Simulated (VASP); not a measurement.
# P (Fm-3m) in VASP: single point with PBE

Aim: the single point of P with PBE.

Program: VASP 6.6.1. These are calculated values, not measurements. Logs are shortened: lines on timing, memory, paths and dates and some standing lists are left out, and cuts for length are marked.

**1. The cell of the first run**

The structure is cubic, space group Fm-3m (No. 225). The conventional cell has a = 4.538 Å, b = 4.538 Å, c = 4.538 Å, α = 90.00°, β = 90.00°, γ = 90.00°. Within 4.2 Å of P (site symmetry m-3m) lie 12 P at 3.21 Å.

**2. Single point, PBE**

File INCAR:

```
SYSTEM = P
PREC     = Accurate       ! precision mode
ENCUT    = 520            ! plane-wave cutoff, eV
EDIFF    = 1E-6           ! SCF threshold, eV
ISMEAR   = -1             ! smearing method
SIGMA    = 0.1            ! smearing width, eV
LREAL    = .FALSE.        ! projectors in reciprocal space
LASPH    = .TRUE.         ! aspherical terms in the spheres
NELM     = 100            ! most SCF steps
ALGO     = Normal         ! electronic algorithm
ISIF     = 2              ! what is computed and relaxed
LWAVE    = .FALSE.        ! write WAVECAR
LCHARG   = .FALSE.        ! write CHGCAR
GGA      = PE             ! functional
NBANDS   = 8              ! bands
```

File KPOINTS:

```
regular mesh
0
G
  6 6 6
  0 0 0
```

File POSCAR:

```
P
1.0
    0.0000000000      2.2690000000      2.2690000000
    2.2690000000      0.0000000000      2.2690000000
    2.2690000000      2.2690000000      0.0000000000
P
1
Direct
    0.2500000000      0.2500000000      0.2500000000
```

Potentials or basis: VASP PAW PBE potentials, release 64 (P).

The run is started by

```
$ cat potpaw_PBE.64/P/POTCAR > POTCAR
$ mpirun -np 1 vasp_std > vasp.out
```

OUTCAR:

```text
SYSTEM = P
   PREC = Accurate
   ENCUT = 520
   EDIFF = 1E-6
   ISMEAR = -1
   LREAL = .FALSE.
   LASPH = .TRUE.
   NELM = 100
   ISIF = 2
   GGA = PE

 ion  position               nearest neighbor table
   1  0.250  0.250  0.250-

  LATTYP: Found a face centered cubic cell.
 ALAT       =     4.5380000000

  Lattice vectors:

 A1 = (   0.0000000000,   2.2690000000,   2.2690000000)
 A2 = (   2.2690000000,   0.0000000000,   2.2690000000)
 A3 = (   2.2690000000,   2.2690000000,   0.0000000000)

Analysis of symmetry for initial positions (statically):
=====================================================================
 Subroutine PRICEL returns:
 Original cell was already a primitive cell.

 Routine SETGRP: Setting up the symmetry group for a
 face centered cubic supercell.

 Subroutine GETGRP returns: Found 48 space group operations
 (whereof 24 operations were pure point group operations)
 out of a pool of 48 trial point group operations.

The static configuration has the point symmetry T_d .
 The point group associated with its full space group is O_h .

Analysis of symmetry for dynamics (positions and initial velocities):
=====================================================================
 Subroutine PRICEL returns:
 Original cell was already a primitive cell.

 Routine SETGRP: Setting up the symmetry group for a
 face centered cubic supercell.

 Subroutine GETGRP returns: Found 48 space group operations
 (whereof 24 operations were pure point group operations)
 out of a pool of 48 trial point group operations.

The dynamic configuration has the point symmetry T_d .
 The point group associated with its full space group is O_h .

 Subroutine INISYM returns: Found 48 space group operations
 (whereof 24 operations are pure point group operations),
 and found     1 'primitive' translations

----------------------------------------------------------------------------------------

                                     Primitive cell

  volume of cell :      23.3633

  direct lattice vectors                    reciprocal lattice vectors
     0.000000000  2.269000000  2.269000000    -0.220361393  0.220361393  0.220361393
     2.269000000  0.000000000  2.269000000     0.220361393 -0.220361393  0.220361393
     2.269000000  2.269000000  0.000000000     0.220361393  0.220361393 -0.220361393

  length of vectors
     3.208850573  3.208850573  3.208850573     0.381677128  0.381677128  0.381677128

  position of ions in fractional coordinates (direct lattice)
     0.250000000  0.250000000  0.250000000

  ion indices of the primitive-cell ions
   primitive index   ion index
                 1           1

----------------------------------------------------------------------------------------

 KPOINTS: regular mesh

Automatic generation of k-mesh.
 Grid dimensions read from file:
 generate k-points for:    6    6    6

 Generating k-lattice:

  Cartesian coordinates                     Fractional coordinates (reciprocal lattice)
    -0.036726899  0.036726899  0.036726899     0.166666667  0.000000000  0.000000000
     0.036726899 -0.036726899  0.036726899     0.000000000  0.166666667  0.000000000
     0.036726899  0.036726899 -0.036726899     0.000000000  0.000000000  0.166666667

  Length of vectors
     0.063612855  0.063612855  0.063612855

  Shift w.r.t. Gamma in fractional coordinates (k-lattice)
     0.000000000  0.000000000  0.000000000

 Subroutine IBZKPT returns following result:
 ===========================================

 Found     16 irreducible k-points:

 Following reciprocal coordinates:
            Coordinates               Weight
  0.000000  0.000000  0.000000      1.000000
  0.166667  0.000000  0.000000      8.000000
  0.333333  0.000000  0.000000      8.000000
  0.500000  0.000000  0.000000      4.000000
  0.166667  0.166667  0.000000      6.000000
  0.333333  0.166667  0.000000     24.000000
[... 8 lines left out ...]
 -0.333333  0.333333  0.166667     24.000000
 -0.333333  0.500000  0.166667     12.000000
   k-points           NKPTS =     16   k-points in BZ     NKDIM =     16   number of bands    NBANDS=      8
   number of dos      NEDOS =    301   number of ions     NIONS =      1
   total plane-waves  NPLWV =  13824
   dimension x,y,z NGX =    24 NGY =   24 NGZ =   24
   dimension x,y,z NGXF=    48 NGYF=   48 NGZF=   48
   ions per type =               1
   NGX,Y,Z   is equivalent  to a cutoff of  12.43, 12.43, 12.43 a.u.
   NGXF,Y,Z  is equivalent  to a cutoff of  24.87, 24.87, 24.87 a.u.
 SYSTEM =  P
   PREC   = accura    normal or accurate (medium, high low for compatibility)
   ISTART =      0    job   : 0-new  1-cont  2-samecut
   ICHARG =      2    charge: 1-file 2-atom 10-const
   ISPIN  =      1    spin polarized calculation?
   LNONCOLLINEAR =      F non collinear calculations
   LSORBIT =      F    spin-orbit coupling
   LASPH  =      T    aspherical Exc in radial PAW
   ENCUT  =  520.0 eV  38.22 Ry    6.18 a.u.   5.97  5.97  5.97*2*pi/ulx,y,z
   NELM   =    100;   NELMIN=  2; NELMDL= -5     # of ELM steps
   EDIFF  = 0.1E-05   stopping-criterion for ELM
   LREAL  =      F    real-space projection
   EDIFFG = 0.1E-04   stopping-criterion for IOM
   NSW    =      0    number of steps for IOM
   IBRION =     -1    ionic relax: 0-MD 1-quasi-New 2-CG
   NFREE  =      0    steps in history (QN), initial steepest desc. (CG)
   ISIF   =      2    stress and relaxation
   ISYM   =      2    0-nonsym 1-usesym 2-fastsym
   POTIM  = 0.5000    time-step for ionic-motion
   TEBEG  =    0.0;   TEEND  =   0.0 temperature during run
   PSTRESS=    0.0 pullay stress
   NELECT =       5.0000    total number of electrons
   NUPDOWN=      -1.0000    fix difference up-down
   EMIN   =  10.00;   EMAX   =-10.00  energy-range for DOS
   EFERMI =   0.00;   METHOD = LEGACY
   ISMEAR =    -1;   SIGMA  =   0.10  broadening in eV -4-tet -1-fermi 0-gaus
   EFERMI_NEDOS =   21; number of points for ismear=-14 and -15
   IALGO  =     38    algorithm
   IMIX   =      4    mixing-type and parameters
     AMIX     =   0.40;   BMIX     =  1.00
     AMIX_MAG =   1.60;   BMIX_MAG =  1.00
  volume/ion in A,a.u.               =      23.36       157.66
  Fermi-wavevector in a.u.,A,eV,Ry     =   0.979235  1.850486 13.046647  0.958902
  Thomas-Fermi vector in A             =   2.110073
   LORBIT       =      0    0 simple, 1 ext, 2 COOP (PROOUT), +10 PAW based schemes
   GGA     = PE    functional components
   LHFCALC =     F    Hartree Fock is set to
   AEXX    =    0.0000 exact exchange contribution
   IVDW    =     0    specifies the selected vdW correction
   LEPSILON=     F    determine dielectric tensor
   LRPA    =     F    only Hartree local field effects (RPA)
 non-spin polarized calculation
  energy-cutoff  :      520.00
  volume of cell :       23.36
 maximum number of plane-waves:       636
   NGX = 11   NGY = 11   NGZ = 11

 number of electron       5.0000000 magnetization

 Free energy of the ion-electron system (eV)
  ---------------------------------------------------
  ext. energy  EPLUGINS =         0.00000000
  ---------------------------------------------------
  free energy    TOTEN  =        -3.86986070 eV

  energy without entropy =       -3.84260758  energy(sigma->0) =       -3.85623414

 E-fermi :   4.2601     XC(G=0):  -9.4711

 val. band max:        3.6471384744   @ k =  -0.1667   0.1667   0.0000
 cond. band min:       4.2707667705   @ k =  -0.3333   0.1667   0.0000
 fundamental gap:      0.6236282960
 Fermi energy:         4.2601489407

 k-point     1 :       0.0000    0.0000    0.0000
  band No.  band energies     occupation
      1      -8.2348      2.00000
      2       7.5485      0.00000
      3       7.5485      0.00000
      4       7.5485      0.00000
      5      14.6672      0.00000
      6      14.6672      0.00000
      7      14.6672      0.00000
      8      15.3396      0.00000

 k-point     2 :       0.1667    0.0000    0.0000
  band No.  band energies     occupation
      1      -7.7419      2.00000
      2       5.1563      0.00026
      3       7.2306      0.00000
      4       7.2306      0.00000
      5      13.6456      0.00000
      6      15.2611      0.00000
      7      15.2611      0.00000
      8      17.1688      0.00000

 k-point     3 :       0.3333    0.0000    0.0000
  band No.  band energies     occupation
      1      -6.3903      2.00000
      2       1.4198      2.00000
      3       6.7457      0.00000
      4       6.7457      0.00000
      5      12.5684      0.00000
      6      14.6077      0.00000
      7      14.6077      0.00000
      8      18.7592      0.00000

 k-point     4 :       0.5000    0.0000    0.0000
  band No.  band energies     occupation
      1      -5.2303      2.00000
      2      -0.6360      2.00000
      3       6.5526      0.00000
      4       6.5526      0.00000
      5      12.2198      0.00000
      6      14.0453      0.00000
      7      14.0453      0.00000
      8      18.2744      0.00000

 k-point     5 :       0.1667    0.1667    0.0000
  band No.  band energies     occupation
      1      -7.5766      2.00000
      2       5.7068      0.00000
      3       6.4637      0.00000
      4       6.4637      0.00000
      5      12.6162      0.00000
      6      14.6356      0.00000
      7      16.5334      0.00000
      8      16.5334      0.00000
[... 89 lines left out ...]
 k-point    14 :       0.5000    0.3333    0.1667
  band No.  band energies     occupation
      1      -5.2841      2.00000
      2       1.7273      2.00000
      3       3.3370      1.99980
      4       5.1503      0.00027
      5      12.6251      0.00000
      6      13.3776      0.00000
      7      15.7629      0.00000
      8      19.8665      0.00000

 k-point    15 :      -0.3333    0.3333    0.1667
  band No.  band energies     occupation
      1      -4.3334      2.00000
      2       0.6405      2.00000
      3       2.6624      2.00000
      4       4.4748      0.20935
      5      12.5641      0.00000
      6      14.4673      0.00000
      7      16.7441      0.00000
      8      17.7404      0.00000

 k-point    16 :      -0.3333    0.5000    0.1667
  band No.  band energies     occupation
      1      -3.9451      2.00000
      2       0.8101      2.00000
      3       2.7066      2.00000
      4       3.4178      1.99956
      5      11.7413      0.00000
      6      12.7960      0.00000
      7      18.3028      0.00000
      8      18.6038      0.00000

------------------------ aborting loop because EDIFF is reached ----------------------------------------

  FORCE on cell =-STRESS in cart. coord.  units (eV):
  Direction    XX          YY          ZZ          XY          YZ          ZX
  --------------------------------------------------------------------------------------
  -------------------------------------------------------------------------------------
  Total       -2.5409542     -2.5409542     -2.5409542      0.0000000      0.0000000      0.0000000
  in kB     -174.2504621   -174.2504621   -174.2504621      0.0000000      0.0000000      0.0000000
  external PRESSURE =    -174.2504621 kB  Pullay stress =       0.0000000 kB

 VOLUME and BASIS-vectors are now :
 -----------------------------------------------------------------------------
  energy-cutoff  :      520.00
  volume of cell :       23.36
      direct lattice vectors                 reciprocal lattice vectors
     0.000000000  2.269000000  2.269000000    -0.220361393  0.220361393  0.220361393
     2.269000000  0.000000000  2.269000000     0.220361393 -0.220361393  0.220361393
     2.269000000  2.269000000  0.000000000     0.220361393  0.220361393 -0.220361393

 POSITION                                       TOTAL-FORCE (eV/Angst)
 -----------------------------------------------------------------------------------
      1.13450      1.13450      1.13450         0.000000     -0.000000      0.000000
 -----------------------------------------------------------------------------------
    total drift:                               -0.000000     -0.000000      0.000000

  FREE ENERGIE OF THE ION-ELECTRON SYSTEM (eV)
  ---------------------------------------------------
  free  energy   TOTEN  =        -3.8698606967 eV

  energy  without entropy=       -3.8426075772  energy(sigma->0) =       -3.85623414
```

Wall time 1.6 s (1 thread of AMD EPYC 9R45 (Zen 5), shared host); peak memory 0.1 GiB.

Results:

| Item | Value |
| --- | --- |
| Free energy | -3.8699 eV |
| Pressure | -17.4 GPa |

Caveat: the k points lie up to 0.40 Å⁻¹ apart.
